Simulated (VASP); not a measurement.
Runs of VASP 6.6.1 on I. The structure is that of space group Fm-3m (No. 225), or close to it. The cells are those of the table. 

| task | cell | k mesh | cutoff (eV) | gap on the mesh (eV) | pressure (GPa) | relaxed volume (Å³/atom) |
| --- | --- | --- | --- | --- | --- | --- |
| single point | a = 4.054 Å, angles 60.0°, 1 atom | 6 × 6 × 6 | 520 | none | (a) | - |
| single point | a = 3.685 Å, angles 60.0°, 1 atom | 14 × 14 × 14 | 520 | none | 0.0 | - |
| relaxation of cell and atoms | relaxed from a = 4.054 Å, angles 60.0°, 1 atom | 12 × 12 × 12 | 600 | none | 0.0 | 35.38 |
| single point | a = 3.685 Å, angles 60.0°, 1 atom | 12 × 12 × 12 | 520 | none | 0.0 | - |
| relaxation of cell and atoms | relaxed from a = 3.685 Å, angles 60.0°, 1 atom | 14 × 14 × 14 | 600 | none | 0.0 | 35.33 |

Alike in all rows: level r2SCAN; potentials or basis VASP PAW PBE potentials, release 64 (I); no spin polarisation; smearing gaussian 0.1 eV.

**Question.** Fill in the values left out.

**Answer.** (a) -3.4.

Caveats: the PAW data sets were made with another functional, which shifts forces and pressure a little; spin-orbit coupling is left out, which moves the levels of the heavy elements; an odd number of electrons without spin polarisation forces a metal; a magnetic or distorted state may lie lower; the cell stands under tension (at least some runs); the volume moved by over 15 % at a fixed basis, so the end points are rough (at least some runs).

A k mesh can miss the band edges, and the runs leave out spin-orbit coupling on I.

A gap of «none» marks levels without a gap at the run's occupations.
